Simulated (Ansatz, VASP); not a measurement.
One calculation of TiB2, two programs

```xyz
6
Lattice="3.8695 0.0000 0.0000 -1.9347 3.3510 0.0000 0.0000 0.0000 4.3200" Properties=species:S:1:pos:R:3 pbc="T T T"
Ti    0.0000    2.2340    1.0800
Ti    1.9347    1.1170    3.2400
B     0.0000    0.0000    0.0000
B     0.0000    0.0000    2.1600
B     1.9347    1.1170    1.0800
B     0.0000    2.2340    3.2400
```

Alike in both runs: functional PBE; k mesh 6 × 6 × 4; occupations gaussian, width 0.1 eV; no spin polarisation.

Ansatz relaxed the structure, and its values are those at the end. VASP's run is a single point on that final structure, the one shown.

|  | VASP | Ansatz |
| --- | --- | --- |
| version | VASP 6.6.1 | Ansatz 0.2.0 |
| potentials or method | VASP PAW PBE potentials, release 64 (Ti_sv, B), cutoff 520 eV | scalar-relativistic, plane waves, PAW |
| valence electrons in the cell | 36 | 36 |

|  | VASP | Ansatz | Ansatz less VASP |
| --- | --- | --- | --- |
| gap on the k mesh at the Fermi level (eV) | none | none | - |
| pressure (GPa) | 0.2 | 0.2 | +0.01 |

A gap of «none» marks a metal or a gap that the smearing closes. The functional is the same, so the differences come from potentials, cutoffs and numerics.

The k mesh is coarse, so the values compare programs but aren't converged.
